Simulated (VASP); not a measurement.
# Pd (I4/mmm) in VASP: a series of runs

Runs on Pd. Level: PBEsol. Tasks: single point.

Program: VASP 6.6.1. These are calculated values, not measurements. Logs are shortened: lines on timing, memory, paths and dates and some standing lists are left out, and cuts for length are marked.

### Step 1. The cell of the first run

Symmetry: I4/mmm, No. 139, tetragonal system. Conventional cell: a = 2.819 Å, b = 2.819 Å, c = 3.890 Å, α = 90.00°, β = 90.00°, γ = 90.00°. Pd (site symmetry 4/mmm) has 12 Pd at 2.79 to 2.82 Å within 3.7 Å.

### Step 2. Single point, PBEsol (strain +0.025 along x and y, +0.000 along z)

The input, INCAR:

```
SYSTEM = Pd
PREC = Accurate
ENCUT = 520
EDIFF = 1E-7
ISMEAR = 0
SIGMA = 0.15
LREAL = .False.
LASPH = .True.
NELM = 100
ALGO = Fast
ISIF = 2
LWAVE = .False.
LCHARG = .True.
GGA = PS
LELF = .True.
LVHAR = .True.
NBANDS = 11
```

The input, KPOINTS:

```
regular mesh
0
Gamma
  20 20 20
  0 0 0
```

The input, POSCAR:

```
Pd
1.0
    0.0000000000      1.9935225000      1.9449000000
    1.9935225000      0.0000000000      1.9449000000
    1.9935225000      1.9935225000      0.0000000000
Pd
1
Direct
    0.0000000000      0.0000000000      0.0000000000
```

Potentials or basis: VASP PAW PBE potentials, release 64 (Pd).

Command:

```
$ cat potpaw_PBE.64/Pd/POTCAR > POTCAR
$ mpirun -np 1 vasp_std > vasp.out
```

OUTCAR:

```text
SYSTEM = Pd
   PREC = Accurate
   ENCUT = 520
   EDIFF = 1E-7
   ISMEAR = 0
   LREAL = .False.
   LASPH = .True.
   NELM = 100
   ISIF = 2
   GGA = PS

 ion  position               nearest neighbor table
   1  0.000  0.000  0.000-

  LATTYP: Found a body centered tetragonal cell.
 ALAT       =     2.8192665564
 C/A-ratio  =     1.3797205487

  Lattice vectors:

 A1 = (   0.0000000000,  -1.9935225000,  -1.9449000000)
 A2 = (   0.0000000000,   1.9935225000,  -1.9449000000)
 A3 = (   1.9935225000,   0.0000000000,   1.9449000000)

Analysis of symmetry for initial positions (statically):
=====================================================================
 Subroutine PRICEL returns:
 Original cell was already a primitive cell.

 Routine SETGRP: Setting up the symmetry group for a
 body centered tetragonal supercell.

 Subroutine GETGRP returns: Found 16 space group operations
 (whereof 16 operations were pure point group operations)
 out of a pool of 16 trial point group operations.

The static configuration has the point symmetry D_4h.

Analysis of symmetry for dynamics (positions and initial velocities):
=====================================================================
 Subroutine PRICEL returns:
 Original cell was already a primitive cell.

 Routine SETGRP: Setting up the symmetry group for a
 body centered tetragonal supercell.

 Subroutine GETGRP returns: Found 16 space group operations
 (whereof 16 operations were pure point group operations)
 out of a pool of 16 trial point group operations.

The dynamic configuration has the point symmetry D_4h.

 Subroutine INISYM returns: Found 16 space group operations
 (whereof 16 operations are pure point group operations),
 and found     1 'primitive' translations

----------------------------------------------------------------------------------------

                                     Primitive cell

  volume of cell :      15.4586

  direct lattice vectors                    reciprocal lattice vectors
     0.000000000  1.993522500  1.944900000    -0.250812318  0.250812318  0.257082626
     1.993522500  0.000000000  1.944900000     0.250812318 -0.250812318  0.257082626
     1.993522500  1.993522500  0.000000000     0.250812318  0.250812318 -0.257082626

  length of vectors
     2.785097479  2.785097479  2.819266556     0.438069760  0.438069760  0.438069760

  position of ions in fractional coordinates (direct lattice)
     0.000000000  0.000000000  0.000000000

  ion indices of the primitive-cell ions
   primitive index   ion index
                 1           1

----------------------------------------------------------------------------------------

 KPOINTS: regular mesh

Automatic generation of k-mesh.
 Grid dimensions read from file:
 generate k-points for:   20   20   20

 Generating k-lattice:

  Cartesian coordinates                     Fractional coordinates (reciprocal lattice)
    -0.012540616  0.012540616  0.012854131     0.050000000  0.000000000  0.000000000
     0.012540616 -0.012540616  0.012854131     0.000000000  0.050000000  0.000000000
     0.012540616  0.012540616 -0.012854131    -0.000000000 -0.000000000  0.050000000

  Length of vectors
     0.021903488  0.021903488  0.021903488

  Shift w.r.t. Gamma in fractional coordinates (k-lattice)
     0.000000000  0.000000000  0.000000000

 Subroutine IBZKPT returns following result:
 ===========================================

 Found    641 irreducible k-points:

 Following reciprocal coordinates:
            Coordinates               Weight
  0.000000  0.000000  0.000000      1.000000
  0.050000 -0.000000  0.000000      8.000000
  0.100000 -0.000000  0.000000      8.000000
  0.150000  0.000000  0.000000      8.000000
  0.200000 -0.000000  0.000000      8.000000
  0.250000 -0.000000  0.000000      8.000000
[... 16 lines left out ...]
 -0.400000  0.050000  0.000000      8.000000
 -0.350000  0.050000  0.000000      8.000000
 [... further k-points ...]
   k-points           NKPTS =    641   k-points in BZ     NKDIM =    641   number of bands    NBANDS=     11
   number of dos      NEDOS =    301   number of ions     NIONS =      1
   total plane-waves  NPLWV =  13824
   dimension x,y,z NGX =    24 NGY =   24 NGZ =   24
   dimension x,y,z NGXF=    48 NGYF=   48 NGZF=   48
   ions per type =               1
   NGX,Y,Z   is equivalent  to a cutoff of  14.33, 14.33, 14.15 a.u.
   NGXF,Y,Z  is equivalent  to a cutoff of  28.65, 28.65, 28.30 a.u.
 SYSTEM =  Pd
   PREC   = accura    normal or accurate (medium, high low for compatibility)
   ISTART =      0    job   : 0-new  1-cont  2-samecut
   ICHARG =      2    charge: 1-file 2-atom 10-const
   ISPIN  =      1    spin polarized calculation?
   LNONCOLLINEAR =      F non collinear calculations
   LSORBIT =      F    spin-orbit coupling
   LASPH  =      T    aspherical Exc in radial PAW
   ENCUT  =  520.0 eV  38.22 Ry    6.18 a.u.   5.18  5.18  5.24*2*pi/ulx,y,z
   NELM   =    100;   NELMIN=  2; NELMDL= -5     # of ELM steps
   EDIFF  = 0.1E-06   stopping-criterion for ELM
   LREAL  =      F    real-space projection
   EDIFFG = 0.1E-05   stopping-criterion for IOM
   NSW    =      0    number of steps for IOM
   IBRION =     -1    ionic relax: 0-MD 1-quasi-New 2-CG
   NFREE  =      0    steps in history (QN), initial steepest desc. (CG)
   ISIF   =      2    stress and relaxation
   ISYM   =      2    0-nonsym 1-usesym 2-fastsym
   POTIM  = 0.5000    time-step for ionic-motion
   TEBEG  =    0.0;   TEEND  =   0.0 temperature during run
   PSTRESS=    0.0 pullay stress
   NELECT =      10.0000    total number of electrons
   NUPDOWN=      -1.0000    fix difference up-down
   EMIN   =  10.00;   EMAX   =-10.00  energy-range for DOS
   EFERMI =   0.00;   METHOD = LEGACY
   ISMEAR =     0;   SIGMA  =   0.15  broadening in eV -4-tet -1-fermi 0-gaus
   EFERMI_NEDOS =   21; number of points for ismear=-14 and -15
   IALGO  =     68    algorithm
   IMIX   =      4    mixing-type and parameters
     AMIX     =   0.40;   BMIX     =  1.00
     AMIX_MAG =   1.60;   BMIX_MAG =  1.00
  volume/ion in A,a.u.               =      15.46       104.32
  Fermi-wavevector in a.u.,A,eV,Ry     =   1.415853  2.675575 27.274798  2.004641
  Thomas-Fermi vector in A             =   2.537249
   LORBIT       =      0    0 simple, 1 ext, 2 COOP (PROOUT), +10 PAW based schemes
   GGA     = PS    functional components
   LHFCALC =     F    Hartree Fock is set to
   AEXX    =    0.0000 exact exchange contribution
   IVDW    =     0    specifies the selected vdW correction
   LEPSILON=     F    determine dielectric tensor
   LRPA    =     F    only Hartree local field effects (RPA)
 non-spin polarized calculation
 RMM-DIIS sequential band-by-band and
 Gauss-broadening in eV      SIGMA  =   0.15
  energy-cutoff  :      520.00
  volume of cell :       15.46
 maximum number of plane-waves:       436
 NGX is ok and might be reduce to    24
   NGX = 11   NGY = 11   NGZ = 11

 number of electron      10.0000000 magnetization

 number of electron       9.9999999 magnetization

 Free energy of the ion-electron system (eV)
  ---------------------------------------------------
  ext. energy  EPLUGINS =         0.00000000
  ---------------------------------------------------
  free energy    TOTEN  =        -5.93967371 eV

  energy without entropy =       -5.91076709  energy(sigma->0) =       -5.92522040

 E-fermi :   8.8417     XC(G=0): -13.0914

 val. band max:        8.8394440853   @ k =  -0.2500   0.3500   0.2500
 cond. band min:       8.8446985208   @ k =   0.3500   0.2500   0.0000
 fundamental gap:      0.0052544355
 Fermi energy:         8.8417234217

 k-point     1 :       0.0000    0.0000    0.0000
  band No.  band energies     occupation
      1       1.9676      2.00000
      2       6.1258      2.00000
      3       6.1258      2.00000
      4       6.3414      2.00000
      5       7.5932      2.00000
      6       7.8137      2.00000
      7      25.9520      0.00000
      8      30.2652      0.00000
      9      30.2652      0.00000
     10      30.8071      0.00000
     11      35.5039      0.00000

 k-point     2 :       0.0500   -0.0000    0.0000
  band No.  band energies     occupation
      1       2.0552      2.00000
      2       6.1145      2.00000
      3       6.1558      2.00000
      4       6.3520      2.00000
      5       7.5813      2.00000
      6       7.7971      2.00000
      7      26.0377      0.00000
      8      29.7636      0.00000
      9      30.3588      0.00000
     10      30.7657      0.00000
     11      35.9319      0.00000

 k-point     3 :       0.1000   -0.0000    0.0000
  band No.  band energies     occupation
      1       2.3109      2.00000
      2       6.0626      2.00000
      3       6.2356      2.00000
      4       6.4054      2.00000
      5       7.5569      2.00000
      6       7.7570      2.00000
      7      26.2290      0.00000
      8      28.4738      0.00000
      9      30.6259      0.00000
     10      30.9829      0.00000
     11      35.7693      0.00000

 k-point     4 :       0.1500    0.0000    0.0000
  band No.  band energies     occupation
      1       2.7088      2.00000
      2       5.9871      2.00000
      3       6.3319      2.00000
      4       6.4953      2.00000
      5       7.5554      2.00000
      6       7.7242      2.00000
      7      26.0681      0.00000
      8      27.2986      0.00000
      9      31.0218      0.00000
     10      31.3547      0.00000
     11      34.7446      0.00000
[... 239 lines left out ...]
 k-point    22 :      -0.4500    0.0500    0.0000
  band No.  band energies     occupation
      1       3.9274      2.00000
      2       6.1124      2.00000
      3       6.2272      2.00000
      4       8.3538      2.00000
      5       8.7872      1.39250
      6      10.1673      0.00000
      7      16.0192      0.00000
      8      25.3749      0.00000
      9      29.1139      0.00000
     10      29.1835      0.00000
     11      35.2206      0.00000

 k-point    23 :      -0.4000    0.0500    0.0000
  band No.  band energies     occupation
      1       3.9607      2.00000
      2       6.1524      2.00000
      3       6.2776      2.00000
      4       8.1030      2.00000
      5       8.5907      1.98206
      6       9.5077      0.00000
      7      17.1609      0.00000
      8      25.5749      0.00000
      9      29.1860      0.00000
     10      29.8273      0.00000
     11      35.0183      0.00000

 k-point    24 :      -0.3500    0.0500    0.0000
  band No.  band energies     occupation
      1       3.9964      2.00000
      2       6.2257      2.00000
      3       6.3588      2.00000
      4       7.5067      2.00000
      5       8.3122      2.00000
      6       8.9102      0.51862
      7      18.7569      0.00000
      8      25.9195      0.00000
      9      29.4910      0.00000
     10      30.7719      0.00000
     11      34.6923      0.00000

 [... further k-points ...]

------------------------ aborting loop because EDIFF is reached ----------------------------------------

  FORCE on cell =-STRESS in cart. coord.  units (eV):
  Direction    XX          YY          ZZ          XY          YZ          ZX
  --------------------------------------------------------------------------------------
  -------------------------------------------------------------------------------------
  Total       -1.0554280     -1.0554280     -0.9544849      0.0000000     -0.0000000      0.0000000
  in kB     -109.3879934   -109.3879934    -98.9259220      0.0000000     -0.0000000      0.0000000
  external PRESSURE =    -105.9006363 kB  Pullay stress =       0.0000000 kB

 VOLUME and BASIS-vectors are now :
 -----------------------------------------------------------------------------
  energy-cutoff  :      520.00
  volume of cell :       15.46
      direct lattice vectors                 reciprocal lattice vectors
     0.000000000  1.993522500  1.944900000    -0.250812318  0.250812318  0.257082626
     1.993522500  0.000000000  1.944900000     0.250812318 -0.250812318  0.257082626
     1.993522500  1.993522500  0.000000000     0.250812318  0.250812318 -0.257082626

 POSITION                                       TOTAL-FORCE (eV/Angst)
 -----------------------------------------------------------------------------------
      0.00000      0.00000      0.00000        -0.000000      0.000000      0.000000
 -----------------------------------------------------------------------------------
    total drift:                                0.000000      0.000000      0.000000

  FREE ENERGIE OF THE ION-ELECTRON SYSTEM (eV)
  ---------------------------------------------------
  free  energy   TOTEN  =        -5.9396737058 eV

  energy  without entropy=       -5.9107670900  energy(sigma->0) =       -5.92522040
```

It took 3.6 min on 1 thread of Intel Xeon 8259CL, shared host; peak memory 0.23 GiB.

Results:

```yaml
Free_energy: -5.9397 eV
Pressure: -10.6 GPa
Band_gap_on_the_k_mesh: zero (bands 5 and 6 overlap by 1.51 eV)
```

Levels at points of the mesh, in eV from the Fermi level:
```
           k point  band 3  band 4  band 5  band 6  band 7  band 8
(0.00, 0.00, 0.00)   -2.72   -2.50   -1.25   -1.03   17.11   21.42
(0.50, 0.00, 0.00)   -2.58   -0.07    0.03    1.03    6.90   16.42
(0.50, 0.50, 0.00)   -0.05    0.27    0.27    3.58   10.67   12.56
(0.50, 0.00, 0.50)   -0.05    0.19    0.33    3.11   10.02   12.96
```

Caveat: the cell differs from its parent crystal (strain +0.025 along x and y, +0.000 along z); the cell stands under tension; the PAW data sets were made with another functional, which shifts forces and pressure a little.

### Step 3. Single point, PBEsol (strain +0.050 along x and y, +0.025 along z)

The input, INCAR:

```
SYSTEM = Pd
PREC = Accurate ; ENCUT = 520
EDIFF = 1E-7 ; ISMEAR = 0
SIGMA = 0.15 ; LREAL = .FALSE.
LASPH = .TRUE. ; NELM = 60
ALGO = Fast ; ISIF = 2
LWAVE = .FALSE. ; LCHARG = .TRUE.
GGA = PS ; LELF = .TRUE.
LVHAR = .TRUE. ; NBANDS = 11
```

The input, KPOINTS:

```
Automatic mesh
0
G
  20 20 20
  0 0 0
```

The input, POSCAR:

```
Pd
1.0
    0.0000000000      2.0421450000      1.9935225000
    2.0421450000      0.0000000000      1.9935225000
    2.0421450000      2.0421450000      0.0000000000
Pd
1
Direct
    0.0000000000      0.0000000000      0.0000000000
```

Potentials or basis: VASP PAW PBE potentials, release 64 (Pd).

Command:

```
$ cat potpaw_PBE.64/Pd/POTCAR > POTCAR
$ mpirun -np 1 vasp_std > vasp.out
```

Run time: 3.2 min. Hardware: 1 thread of Intel Xeon 8259CL, shared host; peak memory 0.24 GiB.

The run converged. Its results:

| Item | Value |
| --- | --- |
| Free energy | -5.8297 eV |
| Pressure | -18.9 GPa |
| Band gap on the k mesh | zero (bands 5 and 6 overlap by 1.32 eV) |

Stress tensor (GPa, compression positive):
```
-19.18   0.00   0.00
  0.00 -19.18   0.00
  0.00   0.00 -18.45
```

Levels at points of the mesh, in eV from the Fermi level:
```tsv
k point	band 1	band 2	band 3	band 4	band 5	band 6	band 7	band 8	band 9	band 10
(0.00, 0.00, 0.00)	-6.34	-2.42	-2.42	-2.23	-1.11	-0.92	17.01	20.95	20.95	21.39
(0.50, 0.00, 0.00)	-4.47	-2.47	-2.29	-0.07	0.01	1.19	6.38	16.31	19.55	20.11
(0.50, 0.50, 0.00)	-4.48	-4.24	-0.05	0.23	0.23	3.57	9.94	12.18	12.18	19.51
(0.50, 0.00, 0.50)	-4.48	-4.24	-0.05	0.16	0.28	3.14	9.34	12.57	12.65	19.93
```

Caveat: the cell differs from its parent crystal (strain +0.050 along x and y, +0.025 along z); the cell stands under tension; the PAW data sets were made with another functional, which shifts forces and pressure a little.
